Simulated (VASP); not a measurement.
# BaTe: single point with PBE

Crystal: BaTe.

```xyz
4
Lattice="0.0000 4.1873 4.1873 4.1873 0.0000 4.1873 4.1873 4.1873 0.0000" Properties=species:S:1:pos:R:3 pbc="T T T"
Ba    4.1873    4.1873    4.1873
Ba    6.2809    6.2809    6.2809
Te    0.0000    0.0000    0.0000
Te    2.0936    2.0936    2.0936
```

```
Program             : VASP 6.6.1
Task                : single point
Functional          : PBE
Potentials or basis : VASP PAW PBE potentials, release 64 (Ba_sv, Te)
Cutoff              : 500 eV
k mesh              : 8 × 8 × 8
Occupations         : gaussian, width 0.01 eV
Spin                : no spin polarisation
```

| Item | Value |
| --- | --- |
| Pressure | 0.5 GPa |
| Band gap on the k mesh | 0.09 eV, indirect (least direct gap 0.83 eV) |

Levels at points of the mesh, in eV from the valence-band top:
```
           k point  band 13  band 14  band 15  band 16  band 17  band 18  band 19  band 20
(0.00, 0.00, 0.00)    -2.78    -1.44    -1.44    -1.44     0.09     0.09     1.25     2.85
(0.50, 0.00, 0.00)    -3.16    -1.09    -1.09    -0.15     1.35     2.12     2.12     2.75
(0.50, 0.50, 0.00)    -2.03    -2.03     0.00     0.00     0.83     0.83     1.49     1.49
```

Run time: 2.5 min on 1 thread of Intel(R) Xeon(R) Platinum 8259CL CPU @ 2.50GHz (Skylake/Cascade Lake), on a shared host, peak memory 0.36 GiB.

Caveat: spin-orbit coupling is left out, which moves the levels of the heavy elements. A k mesh can miss the band edges.
